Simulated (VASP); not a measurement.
Runs of VASP 6.6.1 on Pd. The structure is that of space group P6_3/mmc (No. 194), or close to it. The cells are those of the table. 

```tsv
cell	gap on the mesh (eV)	pressure (GPa)
a = 2.738, b = 2.738, c = 9.037 Å, angles 90.0, 90.0, 120.0°, 4 atoms	none	-1.6
a = 2.687, b = 2.687, c = 8.868 Å, angles 90.0, 90.0, 120.0°, 4 atoms	none	11.2
a = 2.763, b = 2.763, c = 9.118 Å, angles 90.0, 90.0, 120.0°, 4 atoms	none	-6.5
a = 2.834, b = 2.834, c = 9.355 Å, angles 90.0, 90.0, 120.0°, 4 atoms	none	(a)
a = 2.787, b = 2.787, c = 9.199 Å, angles 90.0, 90.0, 120.0°, 4 atoms	none	(b)
```

Alike in all rows: task single point; level PBEsol; potentials or basis VASP PAW PBE potentials, release 64 (Pd); no spin polarisation; k mesh 10 × 10 × 3; cutoff (eV) 520; smearing methfessel-paxton 0.1 eV.

Estimate the missing entries.

(a) -16.8; (b) -10.6.

Caveats: the PAW data sets were made with another functional, which shifts forces and pressure a little.

A k mesh can miss the band edges, and the runs leave out spin-orbit coupling on Pd.

A gap of «none» marks levels without a gap at the run's occupations.
